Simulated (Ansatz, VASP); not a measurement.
GaP in VASP and in Ansatz

File INCAR:

```
SYSTEM = GaP
PREC = Accurate ; ENCUT = 520
EDIFF = 1E-7 ; ISMEAR = 0
SIGMA = 0.05 ; LREAL = .False.
LASPH = .True. ; NELM = 100
ALGO = Normal ; ISIF = 2
LWAVE = .False. ; LCHARG = .False.
GGA = PE ; NBANDS = 16
```

File KPOINTS:

```
regular mesh
0
Gamma
  10 10 10
  0 0 0
```

The input POSCAR:

```
GaP
1.0
    0.0000000000      2.7525368112      2.7525368112
    2.7525368112      0.0000000000      2.7525368112
    2.7525368112      2.7525368112      0.0000000000
Ga P
1 1
Direct
    0.0000000000      0.0000000000      0.0000000000
    0.7500000000      0.7500000000      0.7500000000
```

Input for Ansatz:

```yaml
crystal:
  lattice:
    - [0.0, 2.7525368112, 2.7525368112]
    - [2.7525368112, 0.0, 2.7525368112]
    - [2.7525368112, 2.7525368112, 0.0]
  atoms:
    - { symbol: Ga, position: [0.0, 0.0, 0.0] }
    - { symbol: P, position: [0.75, 0.75, 0.75] }
basis:
  ecutwfc: 420
kpoints:
  mp_grid: { grid: [10, 10, 10] }
hamiltonian:
  xc: pbe
scf:
  occupations: { method: gaussian, width: 0.05 }
output:
  forces: true
  stress: true
  eigenvalues: true
```

Alike in both runs: task single point; functional PBE; k mesh 10 × 10 × 10; occupations gaussian, width 0.05 eV; no spin polarisation.

|  | VASP | Ansatz |
| --- | --- | --- |
| version | VASP 6.6.1 | Ansatz 0.2.0 |
| potentials or method | VASP PAW PBE potentials, release 64 (Ga_d, P), cutoff 520 eV | scalar-relativistic, plane waves, PAW |
| valence electrons in the cell | 18 | 18 |

```tsv
	VASP	Ansatz	Ansatz less VASP
gap on the k mesh at the Fermi level (eV)	1.58	1.58	+0.003
least direct gap on the mesh (eV)	1.58	1.58	+0.003
pressure (GPa)	0.0	0.0	+0.01
```

With one functional, cell and mesh, what is left measures potentials, basis and numerics.
